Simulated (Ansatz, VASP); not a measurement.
**Two plane-wave programs on H**

Contents of INCAR:

```
PREC = Accurate
ENCUT = 600
EDIFF = 1E-6
ISMEAR = 0
SIGMA = 0.02
LREAL = False
LASPH = True
NELM = 60
ALGO = Normal
ISIF = 3
LWAVE = False
LCHARG = False
GGA = PE
IBRION = 2
NSW = 100
EDIFFG = -0.005
```

The input KPOINTS:

```
Automatic mesh
0
Gamma
  9 9 6
```

File POSCAR:

```
H
1.0
    3.8401304226      0.0000000000      0.0000000000
   -1.9200652113      3.3256504998      0.0000000000
    0.0000000000      0.0000000000      5.0466615500
H
4
Direct
    0.3333333300      0.6666666700      0.1764958800
    0.6666666700      0.3333333300      0.6764958800
    0.6666666700      0.3333333300      0.8235041200
    0.3333333300      0.6666666700      0.3235041200
```

Input for Ansatz:

```yaml
crystal:
  lattice:
    - [3.8401304226, 0.0, 0.0]
    - [-1.9200652113, 3.3256504998, 0.0]
    - [0.0, 0.0, 5.04666155]
  atoms:
    - { symbol: H, position: [0.33333333, 0.66666667, 0.17649588] }
    - { symbol: H, position: [0.66666667, 0.33333333, 0.67649588] }
    - { symbol: H, position: [0.66666667, 0.33333333, 0.82350412] }
    - { symbol: H, position: [0.33333333, 0.66666667, 0.32350412] }
basis:
  ecutwfc: 420
kpoints:
  mp_grid: { grid: [9, 9, 6] }
hamiltonian:
  xc: pbe
scf:
  occupations: { method: gaussian, width: 0.02 }
output:
  forces: true
  stress: true
  eigenvalues: true
relax:
  adjacent_minimum: "off"
  f_tol: 0.005
  max_steps: 80
  cell: { stress_tol: 0.05 }
```

Alike in both runs: task relaxation of cell and atoms; functional PBE; k mesh 9 × 9 × 6; occupations gaussian, width 0.02 eV; no spin polarisation.

```csv
,VASP,Ansatz
version,VASP 6.6.1,Ansatz 0.2.0
potentials or method,"VASP PAW PBE potentials, release 64 (H), cutoff 600 eV","scalar-relativistic, plane waves, PAW"
valence electrons in the cell,4,4
```

|  | VASP | Ansatz | Ansatz less VASP |
| --- | --- | --- | --- |
| gap on the k mesh at the Fermi level, each at its own relaxed structure (eV) | 9.30 | 9.32 | +0.023 |
| relaxed volume (Å³/atom) | 16.13 | 16.47 | +0.337 |
| relaxed cell length with the largest relative difference (Å) | 3.840 | 3.871 | +0.0311 |
